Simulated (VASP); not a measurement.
TiN: relaxation of cell and atoms with PBEsol

The system is TiN.

```xyz
2
Lattice="0.0000 2.0524 2.0524 2.0524 0.0000 2.0524 2.0524 2.0524 0.0000" Properties=species:S:1:pos:R:3 pbc="T T T"
Ti    0.0000    0.0000    0.0000
N     2.0524    2.0524    2.0524
```

| Quantity | Value |
| --- | --- |
| Program | VASP 6.6.1 |
| Task | relaxation of cell and atoms |
| Functional | PBEsol |
| Potentials or basis | VASP PAW PBE potentials, release 64 (Ti_sv, N) |
| Cutoff | 600 eV |
| k mesh | 20 × 20 × 20 |
| Occupations | gaussian, width 0.1 eV |
| Spin | no spin polarisation |
| Target pressure | 30 GPa |
| Dipole correction | no |
| Further INCAR settings | ALGO = Normal; EDIFF = 1e-06; IBRION = 2; EDIFFG = -0.005; NSW = 80; ISIF = 3 |

The relaxed volume is 8.55 Å³/atom. The relaxed cell is a = 2.892 Å, b = 2.892 Å, c = 2.892 Å, α = 60.00°, β = 60.00°, γ = 60.00°, the space group after relaxing (to 0.05 Å) is Fm-3m (No. 225) and the energy change on relaxing (the enthalpy is what falls) is +16.4 meV/atom. The ionic steps are 3 and the pressure after relaxing is 29.9 GPa.

Step by step:
```tsv
step	energy change (eV)	largest force (eV/Å)	pressure (GPa)	volume (Å³)
1	0.0000	0.0000	25.36	17.29
2	0.1275	0.0000	41.08	16.67
3	0.0329	0.0000	29.95	17.10
```

Final structure:
```
CELL_PARAMETERS angstrom
0.00000 2.04480 2.04480
2.04480 0.00000 2.04480
2.04480 2.04480 0.00000
ATOMIC_POSITIONS crystal
Ti 0.00000 0.00000 0.00000
N 0.50000 0.50000 0.50000
```

Levels at points of the mesh, in eV from the Fermi level:
| k point | band 7 | band 8 | band 9 | band 10 | band 11 | band 12 |
| --- | --- | --- | --- | --- | --- | --- |
| (0.00, 0.00, 0.00) | -2.15 | -2.15 | -0.74 | -0.74 | -0.74 | 0.68 |
| (0.50, 0.00, 0.00) | -6.09 | -6.09 | 2.03 | 2.03 | 2.83 | 6.55 |
| (0.50, 0.50, 0.00) | -3.62 | -3.35 | -3.35 | 1.95 | 2.87 | 2.87 |

Run time: 98 s on 1 thread of Intel(R) Xeon(R) Platinum 8259CL CPU @ 2.50GHz (Skylake/Cascade Lake), on a shared host, peak memory 0.2 GiB.

Caveat: the cell is relaxed towards a set pressure, so the enthalpy falls and the energy may rise; the PAW data sets were made with another functional, which shifts forces and pressure a little.
